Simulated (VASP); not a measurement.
# PdBr (P2_13) in VASP: a series of runs

PdBr is run at these levels: PBE; tasks: single point, relaxation of cell and atoms.

Everything below comes from runs of VASP 6.6.1. Logs are shortened: lines on timing, memory, paths and dates and some standing lists are left out, and cuts for length are marked.

### 1 The cell of the first run

Symmetry: P2_13, No. 198, cubic system. Conventional cell: a = 5.451 Å, b = 5.451 Å, c = 5.451 Å, α = 90.00°, β = 90.00°, γ = 90.00°. Pd (site symmetry 3) has 7 Br at 2.73 to 3.07 Å and 6 Pd at 3.34 Å within 3.6 Å. Br (site symmetry 3) has 7 Pd at 2.73 to 3.07 Å and 6 Br at 3.37 Å within 3.6 Å.

### 2 Single point, PBE

Contents of INCAR:

```
ALGO = Normal
EDIFF = 1E-6
ENCUT = 500
GGA = PE
GGA_COMPAT = False
ISIF = 2
ISMEAR = 0
LASPH = True
LCHARG = True
LELF = True
LREAL = False
LVHAR = True
LWAVE = False
NBANDS = 44
NELM = 120
PREC = Accurate
SIGMA = 0.1
```

Contents of KPOINTS:

```
k-points
0
Gamma
  4 4 4
```

Contents of POSCAR:

```
PdBr
1.0
    5.4513280421      0.0000000000      0.0000000000
    0.0000000000      5.4513280421      0.0000000000
    0.0000000000      0.0000000000      5.4513280421
Pd Br
4 4
Direct
    0.1340000000      0.1340000000      0.1340000000
    0.3660000000      0.8660000000      0.6340000000
    0.6340000000      0.3660000000      0.8660000000
    0.8660000000      0.6340000000      0.3660000000
    0.8445000000      0.8445000000      0.8445000000
    0.6555000000      0.1555000000      0.3445000000
    0.3445000000      0.6555000000      0.1555000000
    0.1555000000      0.3445000000      0.6555000000
```

Potentials or basis: VASP PAW PBE potentials, release 64 (Pd, Br).

Command:

```console
cat potpaw_PBE.64/Pd/POTCAR potpaw_PBE.64/Br/POTCAR > POTCAR
mpirun -np 1 vasp_std > vasp.out
```

OUTCAR:

```text
EDIFF = 1E-6
   ENCUT = 500
   GGA = PE
   ISIF = 2
   ISMEAR = 0
   LASPH = True
   LREAL = False
   NELM = 120
   PREC = Accurate

 ion  position               nearest neighbor table
   1  0.134  0.134  0.134-   5 2.73   8 2.85   7 2.85   6 2.85   7 3.07   8 3.07   6 3.07   3 3.34
                             4 3.34   2 3.34   2 3.34   4 3.34   3 3.34
   2  0.366  0.866  0.634-   6 2.73   7 2.85   5 2.85   8 2.85   7 3.07   8 3.07   5 3.07   1 3.34
                             1 3.34   3 3.34   3 3.34   4 3.34   4 3.34
   3  0.634  0.366  0.866-   7 2.73   6 2.85   5 2.85   8 2.85   8 3.07   6 3.07   5 3.07   1 3.34
                             4 3.34   2 3.34   2 3.34   4 3.34   1 3.34
   4  0.866  0.634  0.366-   8 2.73   5 2.85   7 2.85   6 2.85   6 3.07   5 3.07   7 3.07   1 3.34
                             3 3.34   2 3.34   1 3.34   2 3.34   3 3.34
   5  0.844  0.844  0.844-   1 2.73   4 2.85   3 2.85   2 2.85   3 3.07   4 3.07   2 3.07
   6  0.656  0.156  0.344-   2 2.73   3 2.85   1 2.85   4 2.85   3 3.07   4 3.07   1 3.07
   7  0.344  0.656  0.156-   3 2.73   2 2.85   1 2.85   4 2.85   4 3.07   2 3.07   1 3.07
   8  0.156  0.344  0.656-   4 2.73   1 2.85   3 2.85   2 2.85   2 3.07   1 3.07   3 3.07

  LATTYP: Found a simple cubic cell.
 ALAT       =     5.4513280421

  Lattice vectors:

 A1 = (   5.4513280421,   0.0000000000,   0.0000000000)
 A2 = (   0.0000000000,   5.4513280421,   0.0000000000)
 A3 = (   0.0000000000,   0.0000000000,   5.4513280421)

Analysis of symmetry for initial positions (statically):
=====================================================================
 Subroutine PRICEL returns:
 Original cell was already a primitive cell.

 Routine SETGRP: Setting up the symmetry group for a
 simple cubic supercell.

 Subroutine GETGRP returns: Found 12 space group operations
 (whereof  3 operations were pure point group operations)
 out of a pool of 48 trial point group operations.

The static configuration has the point symmetry C_3 .
 The point group associated with its full space group is T   .

Analysis of symmetry for dynamics (positions and initial velocities):
=====================================================================
 Subroutine PRICEL returns:
 Original cell was already a primitive cell.

 Routine SETGRP: Setting up the symmetry group for a
 simple cubic supercell.

 Subroutine GETGRP returns: Found 12 space group operations
 (whereof  3 operations were pure point group operations)
 out of a pool of 48 trial point group operations.

The dynamic configuration has the point symmetry C_3 .
 The point group associated with its full space group is T   .

 Subroutine INISYM returns: Found 12 space group operations
 (whereof  3 operations are pure point group operations),
 and found     1 'primitive' translations

----------------------------------------------------------------------------------------

                                     Primitive cell

  volume of cell :     161.9970

  direct lattice vectors                    reciprocal lattice vectors
     5.451328042  0.000000000  0.000000000     0.183441538  0.000000000  0.000000000
     0.000000000  5.451328042  0.000000000     0.000000000  0.183441538  0.000000000
     0.000000000  0.000000000  5.451328042     0.000000000  0.000000000  0.183441538

  length of vectors
     5.451328042  5.451328042  5.451328042     0.183441538  0.183441538  0.183441538

  position of ions in fractional coordinates (direct lattice)
     0.134000000  0.134000000  0.134000000
     0.366000000  0.866000000  0.634000000
     0.634000000  0.366000000  0.866000000
     0.866000000  0.634000000  0.366000000
     0.844500000  0.844500000  0.844500000
     0.655500000  0.155500000  0.344500000
     0.344500000  0.655500000  0.155500000
     0.155500000  0.344500000  0.655500000

  ion indices of the primitive-cell ions
   primitive index   ion index
                 1           1
                 2           2
                 3           3
                 4           4
                 5           5
                 6           6
                 7           7
                 8           8

----------------------------------------------------------------------------------------

 KPOINTS: k-points

Automatic generation of k-mesh.
 Grid dimensions read from file:
 generate k-points for:    4    4    4

 Generating k-lattice:

  Cartesian coordinates                     Fractional coordinates (reciprocal lattice)
     0.045860384  0.000000000  0.000000000     0.250000000  0.000000000  0.000000000
     0.000000000  0.045860384  0.000000000     0.000000000  0.250000000  0.000000000
     0.000000000  0.000000000  0.045860384     0.000000000  0.000000000  0.250000000

  Length of vectors
     0.045860384  0.045860384  0.045860384

  Shift w.r.t. Gamma in fractional coordinates (k-lattice)
     0.000000000  0.000000000  0.000000000

 Subroutine IBZKPT returns following result:
 ===========================================

 Found     11 irreducible k-points:

 Following reciprocal coordinates:
            Coordinates               Weight
  0.000000  0.000000  0.000000      1.000000
  0.250000  0.000000  0.000000      6.000000
  0.500000  0.000000  0.000000      3.000000
  0.250000  0.250000  0.000000     12.000000
  0.500000  0.250000  0.000000      6.000000
 -0.250000  0.500000  0.000000      6.000000
  0.500000  0.500000  0.000000      3.000000
  0.250000  0.250000  0.250000      8.000000
  0.500000  0.250000  0.250000     12.000000
  0.500000  0.500000  0.250000      6.000000
  0.500000  0.500000  0.500000      1.000000
   k-points           NKPTS =     11   k-points in BZ     NKDIM =     11   number of bands    NBANDS=     44
   number of dos      NEDOS =    301   number of ions     NIONS =      8
   total plane-waves  NPLWV =  64000
   dimension x,y,z NGX =    40 NGY =   40 NGZ =   40
   dimension x,y,z NGXF=    80 NGYF=   80 NGZF=   80
   ions per type =               4   4
   NGX,Y,Z   is equivalent  to a cutoff of  12.20, 12.20, 12.20 a.u.
   NGXF,Y,Z  is equivalent  to a cutoff of  24.40, 24.40, 24.40 a.u.
 SYSTEM =  unknown system
   PREC   = accura    normal or accurate (medium, high low for compatibility)
   ISTART =      0    job   : 0-new  1-cont  2-samecut
   ICHARG =      2    charge: 1-file 2-atom 10-const
   ISPIN  =      1    spin polarized calculation?
   LNONCOLLINEAR =      F non collinear calculations
   LSORBIT =      F    spin-orbit coupling
   LASPH  =      T    aspherical Exc in radial PAW
   ENCUT  =  500.0 eV  36.75 Ry    6.06 a.u.   9.94  9.94  9.94*2*pi/ulx,y,z
   NELM   =    120;   NELMIN=  2; NELMDL= -5     # of ELM steps
   EDIFF  = 0.1E-05   stopping-criterion for ELM
   LREAL  =      F    real-space projection
   EDIFFG = 0.1E-04   stopping-criterion for IOM
   NSW    =      0    number of steps for IOM
   IBRION =     -1    ionic relax: 0-MD 1-quasi-New 2-CG
   NFREE  =      0    steps in history (QN), initial steepest desc. (CG)
   ISIF   =      2    stress and relaxation
   ISYM   =      2    0-nonsym 1-usesym 2-fastsym
   POTIM  = 0.5000    time-step for ionic-motion
   TEBEG  =    0.0;   TEEND  =   0.0 temperature during run
   PSTRESS=    0.0 pullay stress
   NELECT =      68.0000    total number of electrons
   NUPDOWN=      -1.0000    fix difference up-down
   EMIN   =  10.00;   EMAX   =-10.00  energy-range for DOS
   EFERMI =   0.00;   METHOD = LEGACY
   ISMEAR =     0;   SIGMA  =   0.10  broadening in eV -4-tet -1-fermi 0-gaus
   EFERMI_NEDOS =   21; number of points for ismear=-14 and -15
   IALGO  =     38    algorithm
   IMIX   =      4    mixing-type and parameters
     AMIX     =   0.40;   BMIX     =  1.00
     AMIX_MAG =   1.60;   BMIX_MAG =  1.00
  volume/ion in A,a.u.               =      20.25       136.65
  Fermi-wavevector in a.u.,A,eV,Ry     =   1.225770  2.316369 20.442902  1.502511
  Thomas-Fermi vector in A             =   2.360795
   LORBIT       =      0    0 simple, 1 ext, 2 COOP (PROOUT), +10 PAW based schemes
   GGA     = PE    functional components
   LHFCALC =     F    Hartree Fock is set to
   AEXX    =    0.0000 exact exchange contribution
   IVDW    =     0    specifies the selected vdW correction
   LEPSILON=     F    determine dielectric tensor
   LRPA    =     F    only Hartree local field effects (RPA)
 non-spin polarized calculation
 Gauss-broadening in eV      SIGMA  =   0.10
  energy-cutoff  :      500.00
  volume of cell :      162.00
 maximum number of plane-waves:      4224
   NGX = 19   NGY = 19   NGZ = 19

 number of electron      67.9999987 magnetization

 Free energy of the ion-electron system (eV)
  ---------------------------------------------------
  ext. energy  EPLUGINS =         0.00000000
  ---------------------------------------------------
  free energy    TOTEN  =       -24.97811983 eV

  energy without entropy =      -24.92098649  energy(sigma->0) =      -24.94955316

 E-fermi :   5.5809     XC(G=0): -10.8577

 val. band max:        5.5571775733   @ k =   0.0000   0.0000   0.0000
 cond. band min:       5.5866538247   @ k =   0.2500   0.0000   0.0000
 fundamental gap:      0.0294762514
 Fermi energy:         5.5808696952

 k-point     1 :       0.0000    0.0000    0.0000
  band No.  band energies     occupation
      1     -10.6660      2.00000
      2      -9.5962      2.00000
      3      -9.5962      2.00000
      4      -9.5962      2.00000
      5       0.2119      2.00000
      6       0.2119      2.00000
[... 36 lines left out ...]
     43      11.6332      0.00000
     44      12.3741      0.00000

 k-point     2 :       0.2500    0.0000    0.0000
  band No.  band energies     occupation
      1     -10.5445      2.00000
      2      -9.8709      2.00000
      3      -9.5598      2.00000
      4      -9.4756      2.00000
      5      -0.1165      2.00000
      6       0.2162      2.00000
[... 36 lines left out ...]
     43      12.3340      0.00000
     44      12.7877      0.00000

 k-point     3 :       0.5000    0.0000    0.0000
  band No.  band energies     occupation
      1     -10.2339      2.00000
      2     -10.2339      2.00000
      3      -9.4897      2.00000
      4      -9.4897      2.00000
      5      -0.0538      2.00000
      6      -0.0538      2.00000
[... 36 lines left out ...]
     43      12.8645      0.00000
     44      12.8645      0.00000

 k-point     4 :       0.2500    0.2500    0.0000
  band No.  band energies     occupation
      1     -10.4358      2.00000
      2      -9.9220      2.00000
      3      -9.6138      2.00000
      4      -9.4749      2.00000
      5      -0.1785      2.00000
      6       0.0449      2.00000
[... 36 lines left out ...]
     43      12.2007      0.00000
     44      12.9123      0.00000

 k-point     5 :       0.5000    0.2500    0.0000
  band No.  band energies     occupation
      1     -10.1693      2.00000
      2     -10.1693      2.00000
      3      -9.5520      2.00000
      4      -9.5520      2.00000
      5      -0.1818      2.00000
      6      -0.1818      2.00000
[... 36 lines left out ...]
     43      12.8323      0.00000
     44      12.8323      0.00000

 k-point     6 :      -0.2500    0.5000    0.0000
  band No.  band energies     occupation
      1     -10.1692      2.00000
      2     -10.1692      2.00000
      3      -9.5521      2.00000
      4      -9.5521      2.00000
      5      -0.0475      2.00000
      6      -0.0475      2.00000
[... 36 lines left out ...]
     43      12.7154      0.00000
     44      12.7154      0.00000

 k-point     7 :       0.5000    0.5000    0.0000
  band No.  band energies     occupation
      1     -10.0866      2.00000
      2     -10.0866      2.00000
      3      -9.6323      2.00000
      4      -9.6323      2.00000
      5      -0.1701      2.00000
      6      -0.1701      2.00000
[... 36 lines left out ...]
     43      12.7707      0.00000
     44      12.7707      0.00000

 k-point     8 :       0.2500    0.2500    0.2500
  band No.  band energies     occupation
      1     -10.3376      2.00000
      2      -9.9276      2.00000
      3      -9.6649      2.00000
      4      -9.5079      2.00000
      5      -0.4460      2.00000
      6      -0.1284      2.00000
[... 36 lines left out ...]
     43      12.9348      0.00000
     44      13.0394      0.00000

 k-point     9 :       0.5000    0.2500    0.2500
  band No.  band energies     occupation
      1     -10.1042      2.00000
      2     -10.1042      2.00000
      3      -9.6107      2.00000
      4      -9.6107      2.00000
      5      -0.4068      2.00000
      6      -0.4068      2.00000
[... 36 lines left out ...]
     43      12.7753      0.00000
     44      12.7753      0.00000

 k-point    10 :       0.5000    0.5000    0.2500
  band No.  band energies     occupation
      1     -10.0157      2.00000
      2     -10.0157      2.00000
      3      -9.6929      2.00000
      4      -9.6929      2.00000
      5      -0.4761      2.00000
      6      -0.4761      2.00000
[... 36 lines left out ...]
     43      12.4461      0.00000
     44      12.4461      0.00000

 k-point    11 :       0.5000    0.5000    0.5000
  band No.  band energies     occupation
      1      -9.8493      2.00000
      2      -9.8493      2.00000
      3      -9.8493      2.00000
      4      -9.8493      2.00000
      5      -0.3669      2.00000
      6      -0.3669      2.00000
[... 36 lines left out ...]
     43      12.1618      0.00000
     44      12.1618      0.00000

------------------------ aborting loop because EDIFF is reached ----------------------------------------

  FORCE on cell =-STRESS in cart. coord.  units (eV):
  Direction    XX          YY          ZZ          XY          YZ          ZX
  --------------------------------------------------------------------------------------
  -------------------------------------------------------------------------------------
  Total       -0.6363310     -0.6363310     -0.6363310     -0.0000000      0.0000000      0.0000000
  in kB       -6.2934203     -6.2934203     -6.2934203     -0.0000000      0.0000000      0.0000000
  external PRESSURE =      -6.2934203 kB  Pullay stress =       0.0000000 kB

 VOLUME and BASIS-vectors are now :
 -----------------------------------------------------------------------------
  energy-cutoff  :      500.00
  volume of cell :      162.00
      direct lattice vectors                 reciprocal lattice vectors
     5.451328042  0.000000000  0.000000000     0.183441538  0.000000000  0.000000000
     0.000000000  5.451328042  0.000000000     0.000000000  0.183441538  0.000000000
     0.000000000  0.000000000  5.451328042     0.000000000  0.000000000  0.183441538

 POSITION                                       TOTAL-FORCE (eV/Angst)
 -----------------------------------------------------------------------------------
      0.73048      0.73048      0.73048        -0.152750     -0.152750     -0.152750
      1.99519      4.72085      3.45614         0.152750      0.152750     -0.152750
      3.45614      1.99519      4.72085        -0.152750      0.152750      0.152750
      4.72085      3.45614      1.99519         0.152750     -0.152750      0.152750
      4.60365      4.60365      4.60365        -0.145744     -0.145744     -0.145744
      3.57335      0.84768      1.87798         0.145744      0.145744     -0.145744
      1.87798      3.57335      0.84768        -0.145744      0.145744      0.145744
      0.84768      1.87798      3.57335         0.145744     -0.145744      0.145744
 -----------------------------------------------------------------------------------
    total drift:                                0.000000      0.000000     -0.000000

  FREE ENERGIE OF THE ION-ELECTRON SYSTEM (eV)
  ---------------------------------------------------
  free  energy   TOTEN  =       -24.9781198269 eV

  energy  without entropy=      -24.9209864922  energy(sigma->0) =      -24.94955316
```

It took 31 s on 1 thread of Intel Xeon 6975P-C (Granite Rapids), shared host; peak memory 0.26 GiB.

Results:

```yaml
Free_energy: -24.9781 eV
Pressure: -0.6 GPa
Largest_force: 0.265 eV/Å
Band_gap_on_the_k_mesh: zero (bands 34 and 35 overlap by 0.18 eV)
```

Forces in eV/Å, atoms in the order of the input:
```
Pd  -0.153 -0.153 -0.153
Pd   0.153  0.153 -0.153
Pd  -0.153  0.153  0.153
Pd   0.153 -0.153  0.153
Br  -0.146 -0.146 -0.146
Br   0.146  0.146 -0.146
Br  -0.146  0.146  0.146
Br   0.146 -0.146  0.146
```

[end of part 1 of 2]

The gap in the log of VASP goes by the Fermi energy; the results here count the filled bands.